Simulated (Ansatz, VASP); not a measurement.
## Be3Tl in VASP and in Ansatz

The input INCAR:

```
SYSTEM = Be3Tl
PREC = Accurate ; ENCUT = 600
EDIFF = 1E-7 ; ISMEAR = 0
SIGMA = 0.1 ; LREAL = .False.
LASPH = .True. ; NELM = 120
ALGO = Normal ; ISIF = 3
LWAVE = .False. ; LCHARG = .False.
GGA = PE ; IBRION = 2
NSW = 100 ; EDIFFG = -0.01
GGA_COMPAT = .False. ; NELMIN = 4
```

Contents of KPOINTS:

```
Automatic mesh
0
Gamma
  6 6 10
  0 0 0
```

The input POSCAR:

```
Be3Tl
1.0
    5.8042037967      0.0000000000      0.0000000000
   -2.9021018983      5.0265879367      0.0000000000
    0.0000000000      0.0000000000      3.6889269708
Be Tl
6 2
Direct
    0.8745381374      0.7490762748      0.2500000000
    0.1254618626      0.8745381374      0.7500000000
    0.2509237252      0.1254618626      0.2500000000
    0.1254618626      0.2509237252      0.7500000000
    0.8745381374      0.1254618626      0.2500000000
    0.7490762748      0.8745381374      0.7500000000
    0.3333333333      0.6666666667      0.2500000000
    0.6666666667      0.3333333333      0.7500000000
```

Input for Ansatz:

```yaml
crystal:
  lattice:
    - [5.8042037967, 0.0, 0.0]
    - [-2.9021018983, 5.0265879367, 0.0]
    - [0.0, 0.0, 3.6889269708]
  atoms:
    - { symbol: Be, position: [0.8745381374, 0.7490762748, 0.25] }
    - { symbol: Be, position: [0.1254618626, 0.8745381374, 0.75] }
    - { symbol: Be, position: [0.2509237252, 0.1254618626, 0.25] }
    - { symbol: Be, position: [0.1254618626, 0.2509237252, 0.75] }
    - { symbol: Be, position: [0.8745381374, 0.1254618626, 0.25] }
    - { symbol: Be, position: [0.7490762748, 0.8745381374, 0.75] }
    - { symbol: Tl, position: [0.3333333333, 0.6666666667, 0.25] }
    - { symbol: Tl, position: [0.6666666667, 0.3333333333, 0.75] }
basis:
  ecutwfc: 420
kpoints:
  mp_grid: { grid: [6, 6, 10] }
hamiltonian:
  xc: pbe
scf:
  occupations: { method: gaussian, width: 0.1 }
output:
  forces: true
  stress: true
  eigenvalues: true
relax:
  adjacent_minimum: "off"
  f_tol: 0.01
  max_steps: 80
  cell: { stress_tol: 0.05 }
```

Alike in both runs: task relaxation of cell and atoms; functional PBE; k mesh 6 × 6 × 10; occupations gaussian, width 0.1 eV; no spin polarisation.

|  | VASP | Ansatz |
| --- | --- | --- |
| version | VASP 6.6.1 | Ansatz 0.2.0 |
| potentials or method | VASP PAW PBE potentials, release 64 (Be, Tl_d), cutoff 600 eV | scalar-relativistic, plane waves, PAW |
| valence electrons in the cell | 38 | 38 |

```tsv
	VASP	Ansatz	Ansatz less VASP
gap on the k mesh at the Fermi level, each at its own relaxed structure (eV)	none	none	-
relaxed volume (Å³/atom)	14.04	14.04	-0.007
relaxed cell length with the largest relative difference (Å)	6.016	6.015	-0.0010
```

A gap of «none» marks a metal or a gap that the smearing closes.

Neither program's run includes spin-orbit coupling.
